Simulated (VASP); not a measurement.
Runs of VASP 6.6.1 on PbS. The structure is that of space group Cmcm (No. 63), or close to it. The cells are those of the table. 

| cell | gap on the mesh (eV) | pressure (GPa) | largest force (eV/Å) |
| --- | --- | --- | --- |
| a = 6.227, b = 6.227, c = 4.202 Å, angles 90.0, 90.0, 141.7°, 4 atoms | (a) | 3.4 | 0.36 |
| a = 6.168, b = 6.168, c = 4.162 Å, angles 90.0, 90.0, 141.7°, 4 atoms | (b) | (c) | 0.57 |
| a = 6.342, b = 6.342, c = 4.279 Å, angles 90.0, 90.0, 141.7°, 4 atoms | 1.48 | -0.1 | 0.02 |
| a = 6.285, b = 6.285, c = 4.241 Å, angles 90.0, 90.0, 141.7°, 4 atoms | 1.42 | 1.6 | 0.17 |

Alike in all rows: task single point; level r2SCAN; potentials or basis VASP PAW PBE potentials, release 64 (Pb_d, S); no spin polarisation; k mesh 6 × 6 × 6; cutoff (eV) 520; smearing gaussian 0.01 eV.

Problem. Estimate the missing entries.

Solution. (a) 1.35; (b) 1.27; (c) 5.6.

Caveats: the PAW data sets were made with another functional, which shifts forces and pressure a little; spin-orbit coupling is left out, which moves the levels of the heavy elements; the cell stands under pressure (at least some runs).

A k mesh can miss the band edges, and the runs leave out spin-orbit coupling on Pb.
